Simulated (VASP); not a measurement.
A run of VASP 6.6.1:

The input INCAR:

```
ALGO = Normal ; EDIFF = 1E-6
ENCUT = 520 ; GGA = PE
ISIF = 2 ; ISMEAR = 0
LASPH = T ; LCHARG = F
LREAL = F ; LWAVE = F
NBANDS = 41 ; NELM = 60
PREC = Accurate ; SIGMA = 0.2
```

KPOINTS

```
k-points
0
Gamma
  4 4 4
```

POSCAR

```
AlGa3Sb4
1.0
    6.2166966000      0.0000000000      0.0000000000
    0.0000000000      6.2166966000      0.0000000000
   -3.1083483000     -3.1083483000      6.2168426000
Al Ga Sb
1 3 4
Direct
    0.0000000000      0.0000000000      0.0000000000
    0.2500000000      0.7500000000      0.5000000000
    0.5000000000      0.5000000000      0.0000000000
    0.7500000000      0.2500000000      0.5000000000
    0.3754060000      0.3754060000      0.2500600000
    0.6245940000      0.1253460000      0.7499400000
    0.8746540000      0.8746540000      0.2500600000
    0.1253460000      0.6245940000      0.7499400000
```

Potentials or basis: VASP PAW PBE potentials, release 64 (Al, Ga_d, Sb).

Command:

```sh
$ cat potpaw_PBE.64/Al/POTCAR potpaw_PBE.64/Ga_d/POTCAR potpaw_PBE.64/Sb/POTCAR > POTCAR
$ mpirun -np 1 vasp_std > vasp.out
```

Hardware: 1 thread of Intel(R) Xeon(R) Platinum 8175M CPU @ 2.50GHz (Skylake/Cascade Lake), on a shared host.

**Question.** Estimate the wall time of this run.

**Answer.** Wall time 2.4 min on 1 thread of Intel(R) Xeon(R) Platinum 8175M CPU @ 2.50GHz (Skylake/Cascade Lake), with other jobs on the host, peak memory 0.44 GiB. Counts: scf iterations 14, k points 13.
